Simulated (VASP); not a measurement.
Set up this calculation in VASP 6.6.1, as the native input.

| Item | Value |
| --- | --- |
| Task | single point |
| Functional | PBE |
| Potentials or basis | VASP PAW PBE potentials, release 64 (Sn_d) |
| Cutoff | 520 eV |
| k mesh | 11 × 11 × 11 |
| Occupations | methfessel-paxton, width 0.1 eV |
| Spin | collinear spin |
| Starting moments | [0.36] μB |
| Dipole correction | no |
| Further INCAR settings | ALGO = Normal; EDIFF = 1e-07; NBANDS = 17 |

The structure of Sn lies in POSCAR:

```
Sn
1.0
   -1.7149511408      1.7636302181      2.3226479567
    1.7149511408     -1.7636302181      2.3226479567
    1.7149511408      1.7636302181     -2.3226479567
Sn
1
Direct
    0.0000000000      0.0000000000      0.0000000000
```

One way to write it, as run:

INCAR

```
PREC = Accurate
ENCUT = 520
EDIFF = 1E-7
ISMEAR = 1
SIGMA = 0.1
LREAL = F
LASPH = T
NELM = 150
ALGO = Normal
ISIF = 2
LWAVE = F
LCHARG = T
ISPIN = 2
MAGMOM = 0.36
LORBIT = 11
GGA = PE
LELF = T
LVHAR = T
NBANDS = 17
```

KPOINTS

```
regular mesh
0
Gamma
  11 11 11
```

Potentials or basis: VASP PAW PBE potentials, release 64 (Sn_d).

Command:

```bash
$ cat potpaw_PBE.64/Sn_d/POTCAR > POTCAR
$ mpirun -np 1 vasp_std > vasp.out
```

It gave:

```json
{"Pressure": "-0.1 GPa", "Band gap on the k mesh": "zero (filled and empty bands overlap)", "Net moment": "0.00 μB per cell", "Valence electrons inside the program's atomic spheres": "Sn 12.13"}
```

Caveat: spin-orbit coupling is left out, which moves the levels of the heavy elements.

It took 6 min on 1 thread of Intel Xeon 8259CL, on a shared host, peak memory 0.28 GiB.
